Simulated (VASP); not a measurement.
Here is a VASP 6.6.1 calculation.

The input INCAR:

```
PREC = Accurate
ENCUT = 520
EDIFF = 1E-7
ISMEAR = 0
SIGMA = 0.1
LREAL = False
LASPH = True
NELM = 60
ALGO = Fast
ISIF = 2
LWAVE = False
LCHARG = True
GGA = PE
LELF = True
LVHAR = True
NBANDS = 32
```

File KPOINTS:

```
regular mesh
0
Gamma
  10 10 10
```

File POSCAR:

```
Cd
1.0
    4.4982400804      0.0000000000      0.0000000000
    0.0000000000      4.4982400804      0.0000000000
    0.0000000000      0.0000000000      4.4982400804
Cd
4
Direct
    0.0000238946      0.0000238946      0.0000238946
    0.4999761054      0.9999761054      0.5000238946
    0.5000238946      0.4999761054      0.9999761054
    0.9999761054      0.5000238946      0.4999761054
```

Potentials or basis: VASP PAW PBE potentials, release 64 (Cd).

Launch:

```sh
$ cat potpaw_PBE.64/Cd/POTCAR > POTCAR
$ mpirun -np 1 vasp_std > vasp.out
```

Predict the band gap on the k mesh.

zero (bands 24 and 25 overlap by 3.26 eV).

Estimate the pressure.

0.2 GPa.
